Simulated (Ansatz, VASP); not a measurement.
# One calculation of Re, two programs

The input INCAR:

```
  ALGO = Normal
  EDIFF = 1E-8
  ENCUT = 520
  GGA = PE
  ISIF = 2
  ISMEAR = -1
  LASPH = T
  LCHARG = F
  LEFG = T
  LREAL = F
  LWAVE = F
  NBANDS = 10
  NELM = 100
  PREC = Accurate
  SIGMA = 0.05
```

Contents of KPOINTS:

```
k-points
0
Gamma
  14 14 14
```

File POSCAR:

```
Re
1.0
    0.0000000000      1.9366468345      2.0540000000
    1.9366468345      0.0000000000      2.0540000000
    1.9366468345      1.9366468345      0.0000000000
Re
1
Direct
    0.0000000000      0.0000000000      0.0000000000
```

Input for Ansatz:

```yaml
crystal:
  lattice:
    - [0.0, 1.9366468345, 2.054]
    - [1.9366468345, 0.0, 2.054]
    - [1.9366468345, 1.9366468345, 0.0]
  atoms:
    - { symbol: Re, position: [0.0, 0.0, 0.0] }
kpoints:
  mp_grid: { grid: [14, 14, 14] }
scf:
  occupations: { method: fermi_dirac, width: 0.05 }
hamiltonian:
  xc: pbe
  pseudopotentials: { kind: paw }
output:
  forces: true
  stress: true
  eigenvalues: true
  efg: { contact_densities: true }
```

Change from the starting cell: z stretched by +4 % at fixed volume, PAW files.

Alike in both runs: task electric field gradients; functional PBE; k mesh 14 × 14 × 14; occupations fermi-dirac, width 0.05 eV; no spin polarisation.

```csv
,VASP,Ansatz
version,VASP 6.6.1,Ansatz 0.2.0
potentials or method,"VASP PAW PBE potentials, release 64 (Re)","PAW with Ansatz's default frozen-core files, scalar-relativistic"
plane-wave cutoff (eV),520,420
valence electrons in the cell,7,15
```

Ansatz gave:

```
pressure (GPa)                                                : -8.7
traceless stress, the component that is largest in VASP (GPa) : -10.26
size of Vzz on the site where it differs most (V/Å²)          : 28.9
```

**Question.** Estimate VASP's values.

**Answer.** Pressure (GPa): -9.4; traceless stress, the component that is largest in VASP (GPa): -10.12; size of Vzz on the site where it differs most (V/Å²): 17.1.

VASP's potentials hold 7 valence electrons a cell and Ansatz's 15, so a difference there can come from the potentials and not from the codes.

Spin-orbit coupling is off throughout.
